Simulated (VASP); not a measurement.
# SiNi: single point with PBE

The system is SiNi.

```
CELL_PARAMETERS angstrom
3.02662 -0.04540 -0.04540
-0.04910 3.27350 -0.04910
-0.07047 -0.07047 4.69776
ATOMIC_POSITIONS crystal
Si 0.50000 0.50000 0.84230
Si 0.00000 0.00000 0.15770
Ni 0.50000 0.50000 0.34422
Ni 0.00000 0.00000 0.65578
```

This cell differs from its parent crystal: equal xy, yz and zx shear strains of -3 %.

```json
{
 "Program": "VASP 6.6.1",
 "Task": "single point",
 "Functional": "PBE",
 "Potentials or basis": "VASP PAW PBE potentials, release 64 (Si, Ni)",
 "Cutoff": "600 eV",
 "k mesh": "11 × 10 × 7",
 "Occupations": "fermi-dirac, width 0.05 eV",
 "Spin": "collinear spin, ferromagnetic start",
 "Starting moments": "[0.0, 0.0, 1.5, 1.5] μB"
}
```

```json
{
  "Pressure": "1.7 GPa",
  "Largest force": "0.150 eV/Å",
  "Band gap on the k mesh": "zero (filled and empty bands overlap)",
  "Net moment": "0.00 μB per cell",
  "Valence electrons inside the program's atomic spheres": "Si 1.60; Ni 9.54"
}
```

Forces on the atoms (eV/Å):
```
Si   0.023  0.036  0.097
Si  -0.023 -0.036 -0.097
Ni   0.080  0.039 -0.121
Ni  -0.080 -0.039  0.121
```

Stress tensor (GPa, compression positive):
```
1.21 3.94 3.90
3.94 1.52 3.89
3.90 3.89 2.38
```

Levels at points of the mesh, in eV from the Fermi level:
Spin up:
```tsv
k point	band 12	band 13	band 14	band 15	band 16	band 17
(0.00, 0.00, 0.00)	-1.92	-1.90	-1.03	0.82	2.98	5.10
(0.00, 0.50, 0.00)	-2.17	-2.05	-1.99	1.04	1.52	4.47
```
Spin down:
```csv
k point,band 11,band 12,band 13,band 14,band 15,band 16,band 17,band 18
"(0.00, 0.00, 0.00)",-2.28,-1.92,-1.90,-1.03,0.82,2.98,5.10,5.36
"(0.00, 0.50, 0.00)",-2.19,-2.17,-2.05,-1.99,1.04,1.52,4.47,4.67
```

Run time: 5.8 min on 4 MPI ranks on Intel(R) Xeon(R) Platinum 8259CL CPU @ 2.50GHz (Skylake/Cascade Lake) (shared host), peak memory 0.82 GiB a rank.

Caveat: the cell differs from its parent crystal (equal xy, yz and zx shear strains of -3 %); the moments typed at the start vanished in this run.
